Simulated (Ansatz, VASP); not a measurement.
**NiO: VASP beside Ansatz**

```
Ni O
1.0
     0.00000    2.05146    2.05146
     2.05146    0.00000    2.05146
     2.05146    2.05146    0.00000
Ni O
1 1
Direct
  0.00000 0.00000 0.00000
  0.50000 0.50000 0.50000
```

Alike in both runs: task single point; functional r2SCAN; k mesh 12 × 12 × 12; occupations gaussian, width 0.02 eV; collinear spin.

```csv
,VASP,Ansatz
version,VASP 6.6.1,Ansatz 0.2.0
potentials or method,"VASP PAW PBE potentials, release 64 (Ni_sv_GW, O), cutoff 660 eV","scalar-relativistic, plane waves, PAW"
valence electrons in the cell,24,24
```

```tsv
	VASP	Ansatz	Ansatz less VASP
gap on the k mesh at the Fermi level (eV)	0.63	0.59	-0.036
least direct gap on the mesh (eV)	1.79	1.74	-0.047
pressure (GPa)	13.9	15.3	+1.46
net moment per atom (μB)	1.00	1.00	0.000
size of the moment on the site where the two differ most (μB)	1.70	1.66	-0.039
```

VASP's potentials were made for PBE, not for r2SCAN. Site moments also hang on the region over which each program counts them. Ansatz's warnings: stability check not made.
